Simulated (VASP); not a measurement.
A run of VASP 6.6.1 is set up as follows.

POSCAR

```
AlN
1.0
    0.0000000000      1.9836550500      1.9836550500
    1.9836550500      0.0000000000      1.9836550500
    1.9836550500      1.9836550500      0.0000000000
Al N
1 1
Direct
    0.5000000000      0.5000000000      0.5000000000
    0.0000000000      0.0000000000      0.0000000000
```

The input INCAR.step1:

```
SYSTEM = AlN
  PREC = Accurate
  ENCUT = 520
  ISMEAR = 0
  SIGMA = 0.05
  LREAL = .False.
  LASPH = .True.
  NELM = 80
  NBANDS = 11
  GGA = PE
  ALGO = Normal
  EDIFF = 1E-4
  LWAVE = .True.
  LCHARG = .False.
```

INCAR.step2

```
SYSTEM = AlN
  PREC = Accurate
  ENCUT = 520
  EDIFF = 1E-7
  ISMEAR = 0
  SIGMA = 0.05
  LREAL = .False.
  LASPH = .True.
  NELM = 80
  ALGO = Normal
  ISIF = 2
  LWAVE = .False.
  LCHARG = .False.
  METAGGA = R2SCAN
  LMIXTAU = .True.
  NBANDS = 11
  ISTART = 1
```

File KPOINTS:

```
Automatic mesh
0
Gamma
  10 10 10
  0 0 0
```

Potentials or basis: VASP PAW PBE potentials, release 64 (Al, N).

Command:

```sh
$ cat potpaw_PBE.64/Al/POTCAR potpaw_PBE.64/N/POTCAR > POTCAR
$ cp INCAR.step1 INCAR
$ mpirun -np 1 vasp_std > vasp.out
$ cp INCAR.step2 INCAR
$ mpirun -np 1 vasp_std > vasp.out
```

(1) What does it give for the band gap on the k mesh?

(2) What does it give for the pressure?

Results:

(1) 5.88 eV, indirect (least direct gap 7.40 eV).

(2) 15.3 GPa.

Caveat: the cell differs from its parent crystal (strain -0.025 along x and y, -0.025 along z); the PAW data sets were made with another functional, which shifts forces and pressure a little.
